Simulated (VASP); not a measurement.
# Pt (P-6m2) in VASP: further runs

Pt is run at these levels: PBE; tasks: single point.

All numbers are computed with VASP 6.6.1; they aren't measurements. Logs are shortened: lines on timing, memory, paths and dates and some standing lists are left out, and cuts for length are marked.

## (1) The cell of the first run

The structure is hexagonal, space group P-6m2 (No. 187). The conventional cell has a = 2.774 Å, b = 2.774 Å, c = 14.142 Å, α = 90.00°, β = 90.00°, γ = 120.00°. Within 3.7 Å of Pt (site symmetry -6m2) lie 12 Pt at 2.77 to 2.84 Å. Within 3.7 Å of Pt (site symmetry 3m) lie 12 Pt at 2.77 to 2.84 Å. Pt (site symmetry 3m) has 12 Pt at 2.77 to 2.87 Å within 3.7 Å. Pt (site symmetry -6m2) has 12 Pt at 2.77 to 2.87 Å within 3.7 Å.

## (2) Single point, PBE

File INCAR:

```
SYSTEM = Pt
PREC     = Accurate       ! precision mode
ENCUT    = 520            ! plane-wave cutoff, eV
EDIFF    = 1E-7           ! SCF threshold, eV
ISMEAR   = 0              ! smearing method
SIGMA    = 0.1            ! smearing width, eV
LREAL    = .False.        ! projectors in reciprocal space
LASPH    = .True.         ! aspherical terms in the spheres
NELM     = 60             ! most SCF steps
ALGO     = Fast           ! electronic algorithm
ISIF     = 2              ! what is computed and relaxed
LWAVE    = .False.        ! write WAVECAR
LCHARG   = .False.        ! write CHGCAR
GGA      = PE             ! functional
NBANDS   = 39             ! bands
```

File KPOINTS:

```
Automatic mesh
0
Gamma
  18 18 4
  0 0 0
```

File POSCAR:

```
Pt
1.0
    2.7742965467      0.0000000000      0.0000000000
   -1.3871482733      2.4026112870      0.0000000000
    0.0000000000      0.0000000000     14.1418140043
Pt
6
Direct
    0.0000000000      0.0000000000      0.0000000000
    0.3333333333      0.6666666667      0.1659179391
    0.6666666667      0.3333333333      0.3319321784
    0.3333333333      0.6666666667      0.5000000000
    0.6666666667      0.3333333333      0.6680678216
    0.3333333333      0.6666666667      0.8340820609
```

Potentials or basis: VASP PAW PBE potentials, release 64 (Pt).

On the command line:

```
> cat potpaw_PBE.64/Pt/POTCAR > POTCAR
> mpirun -np 1 vasp_std > vasp.out
```

OUTCAR:

```text
SYSTEM = Pt
   PREC = Accurate
   ENCUT = 520
   EDIFF = 1E-7
   ISMEAR = 0
   LREAL = .False.
   LASPH = .True.
   NELM = 60
   ISIF = 2
   GGA = PE

 ion  position               nearest neighbor table
   1  0.000  0.000  0.000-   2 2.84   6 2.84   2 2.84   6 2.84   2 2.84   6 2.84
   2  0.333  0.667  0.166-   1 2.84   1 2.84   1 2.84   3 2.84   3 2.84   3 2.84
   3  0.667  0.333  0.332-   2 2.84   2 2.84   2 2.84   4 2.87   4 2.87   4 2.87
   4  0.333  0.667  0.500-   3 2.87   5 2.87   3 2.87   5 2.87   3 2.87   5 2.87
   5  0.667  0.333  0.668-   6 2.84   6 2.84   6 2.84   4 2.87   4 2.87   4 2.87
   6  0.333  0.667  0.834-   1 2.84   1 2.84   1 2.84   5 2.84   5 2.84   5 2.84

  LATTYP: Found a hexagonal cell.
 ALAT       =     2.7742965467
 C/A-ratio  =     5.0974413752

  Lattice vectors:

 A1 = (   2.7742965467,   0.0000000000,   0.0000000000)
 A2 = (  -1.3871482733,   2.4026112870,   0.0000000000)
 A3 = (   0.0000000000,   0.0000000000,  14.1418140043)

Analysis of symmetry for initial positions (statically):
=====================================================================
 Subroutine PRICEL returns:
 Original cell was already a primitive cell.

 Routine SETGRP: Setting up the symmetry group for a
 hexagonal supercell.

 Subroutine GETGRP returns: Found 12 space group operations
 (whereof 12 operations were pure point group operations)
 out of a pool of 24 trial point group operations.

The static configuration has the point symmetry D_3h.

Analysis of symmetry for dynamics (positions and initial velocities):
=====================================================================
 Subroutine PRICEL returns:
 Original cell was already a primitive cell.

 Routine SETGRP: Setting up the symmetry group for a
 hexagonal supercell.

 Subroutine GETGRP returns: Found 12 space group operations
 (whereof 12 operations were pure point group operations)
 out of a pool of 24 trial point group operations.

The dynamic configuration has the point symmetry D_3h.

 Subroutine INISYM returns: Found 12 space group operations
 (whereof 12 operations are pure point group operations),
 and found     1 'primitive' translations

----------------------------------------------------------------------------------------

[... 96 lines left out ...]
   LSORBIT =      F    spin-orbit coupling
   LASPH  =      T    aspherical Exc in radial PAW
   ENCUT  =  520.0 eV  38.22 Ry    6.18 a.u.   5.16  5.16 26.29*2*pi/ulx,y,z
   NELM   =     60;   NELMIN=  2; NELMDL= -5     # of ELM steps
   EDIFF  = 0.1E-06   stopping-criterion for ELM
   LREAL  =      F    real-space projection
   EDIFFG = 0.1E-05   stopping-criterion for IOM
   NSW    =      0    number of steps for IOM
   IBRION =     -1    ionic relax: 0-MD 1-quasi-New 2-CG
   NFREE  =      0    steps in history (QN), initial steepest desc. (CG)
   ISIF   =      2    stress and relaxation
   ISYM   =      2    0-nonsym 1-usesym 2-fastsym
   POTIM  = 0.5000    time-step for ionic-motion
   TEBEG  =    0.0;   TEEND  =   0.0 temperature during run
   PSTRESS=    0.0 pullay stress
   NELECT =      60.0000    total number of electrons
   NUPDOWN=      -1.0000    fix difference up-down
   EMIN   =  10.00;   EMAX   =-10.00  energy-range for DOS
   EFERMI =   0.00;   METHOD = LEGACY
   ISMEAR =     0;   SIGMA  =   0.10  broadening in eV -4-tet -1-fermi 0-gaus
   EFERMI_NEDOS =   21; number of points for ismear=-14 and -15
   IALGO  =     68    algorithm
   IMIX   =      4    mixing-type and parameters
     AMIX     =   0.40;   BMIX     =  1.00
     AMIX_MAG =   1.60;   BMIX_MAG =  1.00
  volume/ion in A,a.u.               =      15.71       106.02
  Fermi-wavevector in a.u.,A,eV,Ry     =   1.408245  2.661196 26.982430  1.983153
  Thomas-Fermi vector in A             =   2.530422
   LORBIT       =      0    0 simple, 1 ext, 2 COOP (PROOUT), +10 PAW based schemes
   GGA     = PE    functional components
   LHFCALC =     F    Hartree Fock is set to
   AEXX    =    0.0000 exact exchange contribution
   IVDW    =     0    specifies the selected vdW correction
   LEPSILON=     F    determine dielectric tensor
   LRPA    =     F    only Hartree local field effects (RPA)
 non-spin polarized calculation
 RMM-DIIS sequential band-by-band and
 Gauss-broadening in eV      SIGMA  =   0.10
  energy-cutoff  :      520.00
  volume of cell :       94.26
 maximum number of plane-waves:      2567
 NGX is ok and might be reduce to    24
   NGX = 11   NGY = 11   NGZ = 53

 number of electron      60.0000006 magnetization

 Free energy of the ion-electron system (eV)
  ---------------------------------------------------
  ext. energy  EPLUGINS =         0.00000000
  ---------------------------------------------------
  free energy    TOTEN  =       -36.37527563 eV

  energy without entropy =      -36.31735977  energy(sigma->0) =      -36.34631770

 E-fermi :  10.4937     XC(G=0): -13.2433

 val. band max:       10.4935515503   @ k =   0.4444   0.1111   0.2500
 cond. band min:      10.4973587555   @ k =   0.4444   0.0556   0.2500
 fundamental gap:      0.0038072052
 Fermi energy:        10.4936772644

 k-point     1 :       0.0000    0.0000    0.0000
  band No.  band energies     occupation
      1       0.7265      2.00000
      2       1.6471      2.00000
      3       1.6730      2.00000
      4       3.2031      2.00000
      5       3.2091      2.00000
      6       3.4576      2.00000
[... 997 lines left out ...]
     38      16.8652      0.00000
     39      17.4781      0.00000

 [... further k-points ...]
[... 5 lines left out ...]
  --------------------------------------------------------------------------------------
  -------------------------------------------------------------------------------------
  Total       -0.2564823     -0.2564823     -0.3201532     -0.0000000      0.0000000      0.0000000
  in kB       -4.3593973     -4.3593973     -5.4416036     -0.0000000      0.0000000      0.0000000
  external PRESSURE =      -4.7201327 kB  Pullay stress =       0.0000000 kB

 VOLUME and BASIS-vectors are now :
 -----------------------------------------------------------------------------
  energy-cutoff  :      520.00
  volume of cell :       94.26
      direct lattice vectors                 reciprocal lattice vectors
     2.774296547  0.000000000  0.000000000     0.360451734  0.208106905  0.000000000
    -1.387148273  2.402611287  0.000000000     0.000000000  0.416213811  0.000000000
     0.000000000  0.000000000 14.141814004     0.000000000  0.000000000  0.070712286

 POSITION                                       TOTAL-FORCE (eV/Angst)
 -----------------------------------------------------------------------------------
      0.00000      0.00000      0.00000         0.000000      0.000000      0.000000
     -0.00000      1.60174      2.34638         0.000000      0.000000      0.000532
      1.38715      0.80087      4.69412        -0.000000      0.000000     -0.000526
     -0.00000      1.60174      7.07091         0.000000      0.000000      0.000000
      1.38715      0.80087      9.44769        -0.000000      0.000000      0.000526
     -0.00000      1.60174     11.79543         0.000000     -0.000000     -0.000532
 -----------------------------------------------------------------------------------
    total drift:                                0.000000     -0.000000      0.000000

  FREE ENERGIE OF THE ION-ELECTRON SYSTEM (eV)
  ---------------------------------------------------
  free  energy   TOTEN  =       -36.3752756342 eV

  energy  without entropy=      -36.3173597738  energy(sigma->0) =      -36.34631770
```

OSZICAR:

```text
N       E                     dE             d eps       ncg     rms          rms(c)
DAV:   1     0.383645304113E+03    0.38365E+03   -0.30536E+04  8682   0.148E+03
DAV:   2    -0.263109348611E+02   -0.40996E+03   -0.38673E+03  9488   0.328E+02
DAV:   3    -0.385286765346E+02   -0.12218E+02   -0.11856E+02  9862   0.552E+01
[... 13 lines left out ...]
RMM:  17    -0.363752818732E+02    0.20256E-03   -0.56861E-05  9641   0.305E-02    0.281E-02
RMM:  18    -0.363752784779E+02    0.33953E-05   -0.97518E-06  9515   0.112E-02    0.193E-02
RMM:  19    -0.363752761047E+02    0.23733E-05   -0.32412E-06  9445   0.650E-03    0.637E-03
RMM:  20    -0.363752757175E+02    0.38723E-06   -0.86428E-07  7950   0.310E-03    0.218E-03
RMM:  21    -0.363752756342E+02    0.83221E-07   -0.15164E-07  5738   0.142E-03
   1 F= -.36375276E+02 E0= -.36346318E+02  d E =-.579159E-01
```

Run time: 6.1 min. Hardware: 1 thread of AMD EPYC 9R45 (Zen 5), shared host; peak memory 0.4 GiB.

Results:

```yaml
Free_energy: -36.3753 eV
Pressure: -0.5 GPa
Band_gap_on_the_k_mesh: zero (bands 30 and 31 overlap by 1.30 eV)
```

Caveat: spin-orbit coupling is left out, which moves the levels of the heavy elements.

## (3) Single point, PBE

File INCAR:

```
ALGO = Fast
EDIFF = 1E-7
ENCUT = 520
GGA = PE
ISIF = 2
ISMEAR = 0
LASPH = T
LCHARG = T
LELF = T
LREAL = F
LVHAR = T
LWAVE = F
NBANDS = 39
NELM = 80
PREC = Accurate
SIGMA = 0.1
```

File KPOINTS:

```
k-points
0
Gamma
  30 30 8
```

POSCAR is that of step 2.

Potentials or basis: VASP PAW PBE potentials, release 64 (Pt).

On the command line:

```
> cat potpaw_PBE.64/Pt/POTCAR > POTCAR
> mpirun -np 1 vasp_std > vasp.out
```

It took 1.6 h on 1 thread of Oxide Virtual Turin-like, shared host; peak memory 1.1 GiB.

It converged, with:

```yaml
Free_energy: -36.3770 eV
Pressure: -0.5 GPa
Largest_force: 0.006 eV/Å
Band_gap_on_the_k_mesh: zero (bands 30 and 31 overlap by 1.30 eV)
```

Forces on the atoms (eV/Å):
```
Pt   0.000  0.000  0.000
Pt   0.000  0.000 -0.003
Pt   0.000  0.000  0.006
Pt   0.000  0.000  0.000
Pt   0.000  0.000 -0.006
Pt   0.000  0.000  0.003
```

Stress tensor (GPa, compression positive):
```
-0.29  0.00  0.00
 0.00 -0.29  0.00
 0.00  0.00 -0.84
```

Levels at points of the mesh, in eV from the Fermi level:
```csv
k point,band 28,band 29,band 30,band 31,band 32,band 33
"(0.00, 0.00, 0.00)",-1.30,-1.30,-0.60,-0.60,-0.60,-0.51
"(0.50, 0.00, 0.00)",0.37,0.39,0.42,1.33,1.43,1.96
"(0.00, 0.00, 0.50)",-1.63,-1.08,-1.08,-0.84,-0.84,-0.31
"(0.50, 0.00, 0.50)",0.34,0.40,0.42,0.71,1.19,2.09
```

Caveat: spin-orbit coupling is left out, which moves the levels of the heavy elements.
